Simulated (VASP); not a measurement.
Set up this calculation in VASP 6.6.1, as the native input.

- Task: relaxation of cell and atoms
- Functional: PBE
- Dispersion: D3(BJ)
- Potentials or basis: VASP PAW PBE potentials, release 64 (Cu)
- Cutoff: 600 eV
- k mesh: 20 × 20 × 20
- Occupations: gaussian, width 0.1 eV
- Spin: no spin polarisation
- Dipole correction: no
- Further INCAR settings: ALGO = Normal; EDIFF = 1e-06; IBRION = 2; EDIFFG = -0.005; NSW = 100; ISIF = 3

The structure of Cu lies in POSCAR:

```
Cu
1.0
    0.0000000000      1.8075000000      1.8075000000
    1.8075000000      0.0000000000      1.8075000000
    1.8075000000      1.8075000000      0.0000000000
Cu
1
Direct
    0.0000000000      0.0000000000      0.0000000000
```

These files were run (other wordings do the same):

INCAR

```
ALGO     = Normal         # electronic algorithm
EDIFF    = 1E-6           # SCF threshold, eV
EDIFFG   = -0.005         # ionic threshold
ENCUT    = 600            # plane-wave cutoff, eV
GGA      = PE             # functional
IBRION   = 2              # ionic algorithm
ISIF     = 3              # what is computed and relaxed
ISMEAR   = 0              # smearing method
IVDW     = 12             # dispersion correction
LASPH    = T              # aspherical terms in the spheres
LCHARG   = F              # write CHGCAR
LREAL    = F              # projectors in reciprocal space
LWAVE    = F              # write WAVECAR
NELM     = 80             # most SCF steps
NSW      = 100            # ionic steps
PREC     = Accurate       # precision mode
SIGMA    = 0.1            # smearing width, eV
```

KPOINTS

```
k-points
0
Gamma
  20 20 20
```

Potentials or basis: VASP PAW PBE potentials, release 64 (Cu).

Command:

```console
$ cat potpaw_PBE.64/Cu/POTCAR > POTCAR
$ mpirun -np 1 vasp_std > vasp.out
```

It gave:

```json
{
  "Relaxed volume": "11.35 Å³/atom",
  "Relaxed cell": "a = 2.522 Å, b = 2.522 Å, c = 2.522 Å, α = 60.00°, β = 60.00°, γ = 60.00°",
  "Space group after relaxing (to 0.05 Å)": "Fm-3m (No. 225)",
  "Energy gained by relaxing": "8.8 meV/atom",
  "Ionic steps": "3",
  "Pressure after relaxing": "-0.1 GPa",
  "Dispersion energy per atom": "-0.608 eV"
}
```

Caveat: pairwise dispersion overbinds metals, which lowers pressure and volume.

It took 33 s on 1 thread of AMD EPYC 9R45 (Zen 5), on a shared host, peak memory 0.13 GiB.
